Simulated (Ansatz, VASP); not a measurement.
# Sr: VASP beside Ansatz

The input INCAR:

```
SYSTEM = Sr
PREC     = Accurate       ! precision mode
ENCUT    = 600            ! plane-wave cutoff, eV
EDIFF    = 1E-6           ! SCF threshold, eV
ISMEAR   = 1              ! smearing method
SIGMA    = 0.1            ! smearing width, eV
LREAL    = .FALSE.        ! projectors in reciprocal space
LASPH    = .TRUE.         ! aspherical terms in the spheres
NELM     = 60             ! most SCF steps
ALGO     = Normal         ! electronic algorithm
ISIF     = 3              ! what is computed and relaxed
LWAVE    = .FALSE.        ! write WAVECAR
LCHARG   = .FALSE.        ! write CHGCAR
GGA      = B5             ! functional
ALDAX    = 1.0          
AGGAX    = 1.0          
AGGAC    = 1.0          
ALDAC    = 0.0          
IVDW     = 13             ! dispersion correction
VDW_S6   = 1.0          
VDW_S8   = 2.34076671   
VDW_A1   = 0.44488865   
VDW_A2   = 4.0933009    
IBRION   = 2              ! ionic algorithm
NSW      = 80             ! ionic steps
EDIFFG   = -0.005         ! ionic threshold
```

The input KPOINTS:

```
regular mesh
0
G
  8 8 8
  0 0 0
```

POSCAR

```
Sr
1.0
   -3.7063582770      3.7063582770      2.0208764669
    3.7063582770     -3.7063582770      2.0208764669
    3.7063582770      3.7063582770     -2.0208764669
Sr
2
Direct
    0.0000000000      0.0000000000      0.0000000000
    0.7500000000      0.2500000000      0.5000000000
```

input.yaml

```yaml
crystal:
  lattice:
    - [-3.706358277, 3.706358277, 2.0208764669]
    - [3.706358277, -3.706358277, 2.0208764669]
    - [3.706358277, 3.706358277, -2.0208764669]
  atoms:
    - { symbol: Sr, position: [0.0, 0.0, 0.0] }
    - { symbol: Sr, position: [0.75, 0.25, 0.5] }
kpoints:
  mp_grid: { grid: [8, 8, 8] }
scf:
  occupations: { method: methfessel_paxton, width: 0.1 }
hamiltonian:
  xc: blyp
  dispersion: d4
  pseudopotentials: { kind: all_electron, lapw: { basis_error: 0.001 } }
output:
  forces: true
  stress: true
relax:
  f_tol: 0.005
  max_steps: 60
  cell: {}
```

Alike in both runs: task relaxation of cell and atoms; functional BLYP; dispersion D4; k mesh 8 × 8 × 8; occupations methfessel-paxton of order 1, width 0.1 eV; no spin polarisation.

|  | VASP | Ansatz |
| --- | --- | --- |
| version | VASP 6.6.1 | Ansatz 0.2.0 |
| potentials or method | VASP PAW PBE potentials, release 64 (Sr_sv), cutoff 600 eV | all-electron LAPW, scalar-relativistic |

Ansatz gave:

* relaxed volume (Å³/atom): 52.38
* relaxed length of the cell vector where the two differ most in proportion (Å): 5.531

Question: What did VASP give for the same quantities?

Answer: Relaxed volume (Å³/atom): 52.10; relaxed length of the cell vector where the two differ most in proportion (Å): 5.520.

VASP's potentials were made for PBE, not for BLYP. Ansatz ran all-electron here, and VASP with PAW potentials.
